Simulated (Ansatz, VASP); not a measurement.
# Two plane-wave programs on K

```
K
1.0
    -2.61250    2.61250    2.61250
     2.61250   -2.61250    2.61250
     2.61250    2.61250   -2.61250
K
1
Direct
  0.00000 0.00000 0.00000
```

Alike in both runs: functional PBEsol; k mesh 16 × 16 × 16; occupations fermi-dirac, width 0.05 eV; no spin polarisation.

Ansatz relaxed the structure, and its values are those at the end. VASP's run is a single point on that final structure, the one shown.

```csv
,VASP,Ansatz
version,VASP 6.6.1,Ansatz 0.2.0
potentials or method,"VASP PAW PBE potentials, release 64 (K_sv)","PAW with Ansatz's default frozen-core files, scalar-relativistic"
plane-wave cutoff (eV),520,420
valence electrons in the cell,9,9
```

|  | VASP | Ansatz | Ansatz less VASP |
| --- | --- | --- | --- |
| pressure (GPa) | 0.0 | 0.0 | +0.01 |

VASP's potentials were made for PBE, not for PBEsol.
